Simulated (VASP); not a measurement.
The system is Al3GaAs4.

```
CELL_PARAMETERS angstrom
5.89926 -0.03315 -0.02312
-0.03315 5.74553 -0.06231
-0.02312 -0.06231 5.73686
ATOMIC_POSITIONS crystal
Al 0.99435 0.50607 0.48020
Al 0.49542 0.49770 0.99081
Al 0.46767 0.03966 0.47006
Ga 0.01550 0.01669 0.02213
As 0.75681 0.71789 0.24640
As 0.73348 0.20180 0.74036
As 0.24082 0.77546 0.79779
As 0.29596 0.24473 0.25224
```

```yaml
Program: VASP 6.6.1
Task: relaxation of cell and atoms
Functional: PBE
Potentials_or_basis: VASP PAW PBE potentials, release 64 (Al, Ga_d, As)
Cutoff: 600 eV
k_mesh: 2 × 2 × 2
Occupations: gaussian, width 0.1 eV
Spin: no spin polarisation
```

At the start: pressure 2.5 GPa; volume 24.30 Å³/atom.

Problem. Where does the relaxation end?

Solution. Over 16 steps the energy falls by 377.8 meV/atom and the volume is 23.67 Å³/atom (-2.6 %); space group P1 (No. 1, to 0.1 Å) before, P-43m (No. 215, to 0.1 Å).

Step by step:
```
step  energy change (eV)  largest force (eV/Å)  pressure (GPa)  volume (Å³)
   1              0.0000                8.5078            2.47       194.41
   2             -1.8402                2.1222           -2.62       204.61
   3             -2.0183                2.0075           -2.62       200.65
   4             -2.7956                0.9262           -0.66       191.01
   5             -2.8541                0.7322            0.47       187.82
   6             -2.9468                0.3765            0.05       188.79
   7             -2.9489                0.3943            0.01       188.95
   8             -2.9727                0.2440           -0.07       189.20
   9             -2.9771                0.2267           -0.10       189.35
  10             -2.9896                0.1700            0.04       188.98
  11             -3.0000                0.2390            0.38       188.19
  12             -3.0081                0.1799            0.20       188.72
  13             -3.0154                0.1989           -0.19       189.88
  14             -3.0198                0.1001           -0.10       189.61
  15             -3.0217                0.0555            0.02       189.28
  16             -3.0221                0.0245            0.00       189.32
```

Final structure:
```
Al Ga As
1.0
     5.73863    0.00080    0.00115
    -0.00157    5.74776   -0.00253
    -0.00268    0.00223    5.73979
Al Ga As
3 1 4
Direct
  0.99991 0.50017 0.49965
  0.49957 0.49996 0.99895
  0.50052 0.99952 0.50039
  0.99987 0.00036 0.00089
  0.74842 0.74860 0.25050
  0.74944 0.25106 0.74920
  0.25063 0.74938 0.74911
  0.25164 0.25094 0.25130
```

Caveat: the k points lie up to 0.55 Å⁻¹ apart in the final cell.
